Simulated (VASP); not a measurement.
# CsCaBr3 (Pm-3m) in VASP: notebook

Runs on CsCaBr3. Level: LDA. Tasks: single point.

All numbers are computed with VASP 6.6.1; they aren't measurements. Logs are shortened: lines on timing, memory, paths and dates and some standing lists are left out, and cuts for length are marked.

## Step 1: The cell of the first run

The structure is cubic, space group Pm-3m (No. 221). Conventional cell: a = 5.709 Å, b = 5.709 Å, c = 5.709 Å, α = 90.00°, β = 90.00°, γ = 90.00°. Within 5.3 Å of Cs (site symmetry m-3m) lie 12 Br at 4.04 Å and 8 Ca at 4.94 Å. Within 3.8 Å of Ca (site symmetry m-3m) lie 6 Br at 2.85 Å. Br (site symmetry 4/mmm) has 2 Ca at 2.85 Å within 3.8 Å.

## Step 2: Single point, LDA

Input file INCAR:

```
SYSTEM = CsCaBr3
  PREC = Accurate
  ENCUT = 520
  EDIFF = 1E-6
  ISMEAR = 0
  SIGMA = 0.05
  LREAL = .False.
  LASPH = .True.
  NELM = 60
  ALGO = Normal
  ISIF = 2
  LWAVE = .False.
  LCHARG = .False.
  GGA = CA
  NBANDS = 28
```

Input file KPOINTS:

```
Automatic mesh
0
Gamma
  4 4 4
  0 0 0
```

Input file POSCAR:

```
CsCaBr3
1.0
    5.7086657300      0.0000000000      0.0000000000
    0.0000000000      5.7086657300      0.0000000000
    0.0000000000      0.0000000000      5.7086657300
Cs Ca Br
1 1 3
Direct
    0.0000000000      0.0000000000      0.0000000000
    0.5000000000      0.5000000000      0.5000000000
    0.5000000000      0.0000000000      0.5000000000
    0.0000000000      0.5000000000      0.5000000000
    0.5000000000      0.5000000000      0.0000000000
```

Potentials or basis: VASP PAW LDA potentials, release 64 (Cs_sv, Ca_sv, Br).

The run is started by

```bash
> cat potpaw_LDA.64/Cs_sv/POTCAR potpaw_LDA.64/Ca_sv/POTCAR potpaw_LDA.64/Br/POTCAR > POTCAR
> mpirun -np 1 vasp_std > vasp.out
```

OUTCAR:

```text
SYSTEM = CsCaBr3
   PREC = Accurate
   ENCUT = 520
   EDIFF = 1E-6
   ISMEAR = 0
   LREAL = .False.
   LASPH = .True.
   NELM = 60
   ISIF = 2
   GGA = CA

 ion  position               nearest neighbor table
   1  0.000  0.000  0.000-
   2  0.500  0.500  0.500-   3 2.85   4 2.85   5 2.85   5 2.85   3 2.85   4 2.85
   3  0.500  0.000  0.500-   2 2.85   2 2.85
   4  0.000  0.500  0.500-   2 2.85   2 2.85
   5  0.500  0.500  0.000-   2 2.85   2 2.85

  LATTYP: Found a simple cubic cell.
 ALAT       =     5.7086657300

  Lattice vectors:

 A1 = (   5.7086657300,   0.0000000000,   0.0000000000)
 A2 = (   0.0000000000,   5.7086657300,   0.0000000000)
 A3 = (   0.0000000000,   0.0000000000,   5.7086657300)

Analysis of symmetry for initial positions (statically):
=====================================================================
 Subroutine PRICEL returns:
 Original cell was already a primitive cell.

 Routine SETGRP: Setting up the symmetry group for a
 simple cubic supercell.

 Subroutine GETGRP returns: Found 48 space group operations
 (whereof 48 operations were pure point group operations)
 out of a pool of 48 trial point group operations.

The static configuration has the point symmetry O_h .

Analysis of symmetry for dynamics (positions and initial velocities):
=====================================================================
 Subroutine PRICEL returns:
 Original cell was already a primitive cell.

 Routine SETGRP: Setting up the symmetry group for a
 simple cubic supercell.

 Subroutine GETGRP returns: Found 48 space group operations
 (whereof 48 operations were pure point group operations)
 out of a pool of 48 trial point group operations.

The dynamic configuration has the point symmetry O_h .

 Subroutine INISYM returns: Found 48 space group operations
 (whereof 48 operations are pure point group operations),
 and found     1 'primitive' translations

----------------------------------------------------------------------------------------

                                     Primitive cell

  volume of cell :     186.0389

  direct lattice vectors                    reciprocal lattice vectors
     5.708665730  0.000000000  0.000000000     0.175172281  0.000000000  0.000000000
     0.000000000  5.708665730  0.000000000     0.000000000  0.175172281  0.000000000
     0.000000000  0.000000000  5.708665730     0.000000000  0.000000000  0.175172281

  length of vectors
     5.708665730  5.708665730  5.708665730     0.175172281  0.175172281  0.175172281

  position of ions in fractional coordinates (direct lattice)
     0.000000000  0.000000000  0.000000000
     0.500000000  0.500000000  0.500000000
     0.500000000  0.000000000  0.500000000
     0.000000000  0.500000000  0.500000000
     0.500000000  0.500000000  0.000000000

  ion indices of the primitive-cell ions
   primitive index   ion index
                 1           1
                 2           2
                 3           3
                 4           4
                 5           5

----------------------------------------------------------------------------------------

 KPOINTS: Automatic mesh

Automatic generation of k-mesh.
 Grid dimensions read from file:
 generate k-points for:    4    4    4

 Generating k-lattice:

  Cartesian coordinates                     Fractional coordinates (reciprocal lattice)
     0.043793070  0.000000000  0.000000000     0.250000000  0.000000000  0.000000000
     0.000000000  0.043793070  0.000000000     0.000000000  0.250000000  0.000000000
     0.000000000  0.000000000  0.043793070     0.000000000  0.000000000  0.250000000

  Length of vectors
     0.043793070  0.043793070  0.043793070

  Shift w.r.t. Gamma in fractional coordinates (k-lattice)
     0.000000000  0.000000000  0.000000000

 Subroutine IBZKPT returns following result:
 ===========================================

 Found     10 irreducible k-points:

 Following reciprocal coordinates:
            Coordinates               Weight
  0.000000  0.000000  0.000000      1.000000
  0.250000  0.000000  0.000000      6.000000
  0.500000  0.000000  0.000000      3.000000
  0.250000  0.250000  0.000000     12.000000
  0.500000  0.250000  0.000000     12.000000
  0.500000  0.500000  0.000000      3.000000
  0.250000  0.250000  0.250000      8.000000
  0.500000  0.250000  0.250000     12.000000
  0.500000  0.500000  0.250000      6.000000
  0.500000  0.500000  0.500000      1.000000
   k-points           NKPTS =     10   k-points in BZ     NKDIM =     10   number of bands    NBANDS=     28
   number of dos      NEDOS =    301   number of ions     NIONS =      5
   total plane-waves  NPLWV =  74088
   dimension x,y,z NGX =    42 NGY =   42 NGZ =   42
   dimension x,y,z NGXF=    84 NGYF=   84 NGZF=   84
   ions per type =               1   1   3
   NGX,Y,Z   is equivalent  to a cutoff of  12.23, 12.23, 12.23 a.u.
   NGXF,Y,Z  is equivalent  to a cutoff of  24.46, 24.46, 24.46 a.u.
 SYSTEM =  CsCaBr3
   PREC   = accura    normal or accurate (medium, high low for compatibility)
   ISTART =      0    job   : 0-new  1-cont  2-samecut
   ICHARG =      2    charge: 1-file 2-atom 10-const
   ISPIN  =      1    spin polarized calculation?
   LNONCOLLINEAR =      F non collinear calculations
   LSORBIT =      F    spin-orbit coupling
   LASPH  =      T    aspherical Exc in radial PAW
   ENCUT  =  520.0 eV  38.22 Ry    6.18 a.u.  10.61 10.61 10.61*2*pi/ulx,y,z
   NELM   =     60;   NELMIN=  2; NELMDL= -5     # of ELM steps
   EDIFF  = 0.1E-05   stopping-criterion for ELM
   LREAL  =      F    real-space projection
   EDIFFG = 0.1E-04   stopping-criterion for IOM
   NSW    =      0    number of steps for IOM
   IBRION =     -1    ionic relax: 0-MD 1-quasi-New 2-CG
   NFREE  =      0    steps in history (QN), initial steepest desc. (CG)
   ISIF   =      2    stress and relaxation
   ISYM   =      2    0-nonsym 1-usesym 2-fastsym
   POTIM  = 0.5000    time-step for ionic-motion
   TEBEG  =    0.0;   TEEND  =   0.0 temperature during run
   PSTRESS=    0.0 pullay stress
   NELECT =      40.0000    total number of electrons
   NUPDOWN=      -1.0000    fix difference up-down
   EMIN   =  10.00;   EMAX   =-10.00  energy-range for DOS
   EFERMI =   0.00;   METHOD = LEGACY
   ISMEAR =     0;   SIGMA  =   0.05  broadening in eV -4-tet -1-fermi 0-gaus
   EFERMI_NEDOS =   21; number of points for ismear=-14 and -15
   IALGO  =     38    algorithm
   IMIX   =      4    mixing-type and parameters
     AMIX     =   0.40;   BMIX     =  1.00
     AMIX_MAG =   1.60;   BMIX_MAG =  1.00
  volume/ion in A,a.u.               =      37.21       251.09
  Fermi-wavevector in a.u.,A,eV,Ry     =   0.980754  1.853357 13.087158  0.961879
  Thomas-Fermi vector in A             =   2.111709
   LORBIT       =      0    0 simple, 1 ext, 2 COOP (PROOUT), +10 PAW based schemes
   GGA     = CA    functional components
   LHFCALC =     F    Hartree Fock is set to
   AEXX    =    0.0000 exact exchange contribution
   IVDW    =     0    specifies the selected vdW correction
   LEPSILON=     F    determine dielectric tensor
   LRPA    =     F    only Hartree local field effects (RPA)
 non-spin polarized calculation
 Gauss-broadening in eV      SIGMA  =   0.05
  energy-cutoff  :      520.00
  volume of cell :      186.04
 maximum number of plane-waves:      5056
   NGX = 21   NGY = 21   NGZ = 21

 number of electron      40.0000007 magnetization

 Free energy of the ion-electron system (eV)
  ---------------------------------------------------
  ext. energy  EPLUGINS =         0.00000000
  ---------------------------------------------------
  free energy    TOTEN  =       -19.53534592 eV

  energy without entropy =      -19.53534592  energy(sigma->0) =      -19.53534592

 E-fermi :  -0.3563     XC(G=0):  -8.1812

 val. band max:       -0.6777693619   @ k =   0.5000   0.5000   0.5000
 cond. band min:       3.4125291602   @ k =   0.0000   0.0000   0.0000
 fundamental gap:      4.0902985221
 Fermi energy:        -0.3563455811

 k-point     1 :       0.0000    0.0000    0.0000
  band No.  band energies     occupation
      1     -39.1894      2.00000
      2     -20.5297      2.00000
      3     -20.5297      2.00000
      4     -20.5297      2.00000
      5     -20.3202      2.00000
      6     -13.7312      2.00000
[... 20 lines left out ...]
     27       5.2059      0.00000
     28       5.2059      0.00000

 k-point     2 :       0.2500    0.0000    0.0000
  band No.  band energies     occupation
      1     -39.1894      2.00000
      2     -20.5398      2.00000
      3     -20.5296      2.00000
      4     -20.5296      2.00000
      5     -20.3188      2.00000
      6     -13.6832      2.00000
[... 20 lines left out ...]
     27       5.2763      0.00000
     28       5.4465      0.00000

 k-point     3 :       0.5000    0.0000    0.0000
  band No.  band energies     occupation
      1     -39.1894      2.00000
      2     -20.5498      2.00000
      3     -20.5294      2.00000
      4     -20.5294      2.00000
      5     -20.3175      2.00000
      6     -13.6363      2.00000
[... 20 lines left out ...]
     27       5.9372      0.00000
     28       6.1961      0.00000

 k-point     4 :       0.2500    0.2500    0.0000
  band No.  band energies     occupation
      1     -39.1894      2.00000
      2     -20.5397      2.00000
      3     -20.5393      2.00000
      4     -20.5294      2.00000
      5     -20.3179      2.00000
      6     -13.6309      2.00000
[... 144 lines left out ...]
     27       6.4457      0.00000
     28       6.6207      0.00000

 k-point     9 :       0.5000    0.5000    0.2500
  band No.  band energies     occupation
      1     -39.1893      2.00000
      2     -20.5488      2.00000
      3     -20.5488      2.00000
      4     -20.5390      2.00000
      5     -20.3159      2.00000
      6     -13.4591      2.00000
[... 20 lines left out ...]
     27       5.9392      0.00000
     28       6.3936      0.00000

 k-point    10 :       0.5000    0.5000    0.5000
  band No.  band energies     occupation
      1     -39.1892      2.00000
      2     -20.5486      2.00000
      3     -20.5486      2.00000
      4     -20.5486      2.00000
      5     -20.3151      2.00000
      6     -13.4007      2.00000
[... 20 lines left out ...]
     27       5.6801      0.00000
     28       7.5716      0.00000

------------------------ aborting loop because EDIFF is reached ----------------------------------------

  FORCE on cell =-STRESS in cart. coord.  units (eV):
  Direction    XX          YY          ZZ          XY          YZ          ZX
  --------------------------------------------------------------------------------------
  -------------------------------------------------------------------------------------
  Total       -2.3281659     -2.3281659     -2.3281659      0.0000000      0.0000000     -0.0000000
  in kB      -20.0502902    -20.0502902    -20.0502902      0.0000000      0.0000000     -0.0000000
  external PRESSURE =     -20.0502902 kB  Pullay stress =       0.0000000 kB

 VOLUME and BASIS-vectors are now :
 -----------------------------------------------------------------------------
  energy-cutoff  :      520.00
  volume of cell :      186.04
      direct lattice vectors                 reciprocal lattice vectors
     5.708665730  0.000000000  0.000000000     0.175172281  0.000000000  0.000000000
     0.000000000  5.708665730  0.000000000     0.000000000  0.175172281  0.000000000
     0.000000000  0.000000000  5.708665730     0.000000000  0.000000000  0.175172281

 POSITION                                       TOTAL-FORCE (eV/Angst)
 -----------------------------------------------------------------------------------
      0.00000      0.00000      0.00000         0.000000      0.000000      0.000000
      2.85433      2.85433      2.85433         0.000000      0.000000      0.000000
      2.85433      0.00000      2.85433         0.000000      0.000000      0.000000
      0.00000      2.85433      2.85433         0.000000      0.000000      0.000000
      2.85433      2.85433      0.00000         0.000000      0.000000      0.000000
 -----------------------------------------------------------------------------------
    total drift:                                0.000000     -0.000000     -0.000000

  FREE ENERGIE OF THE ION-ELECTRON SYSTEM (eV)
  ---------------------------------------------------
  free  energy   TOTEN  =       -19.5353459168 eV

  energy  without entropy=      -19.5353459168  energy(sigma->0) =      -19.53534592
```

Wall time 91 s (1 thread of Intel Xeon 8259CL, shared host); peak memory 0.24 GiB.

What came out:

```yaml
Free_energy: -19.5353 eV
Pressure: -2.0 GPa
Band_gap_on_the_k_mesh: 4.09 eV, indirect (least direct gap 4.34 eV)
```

Caveat: spin-orbit coupling is left out, which moves the levels of the heavy elements.

[end of part 1 of 2]
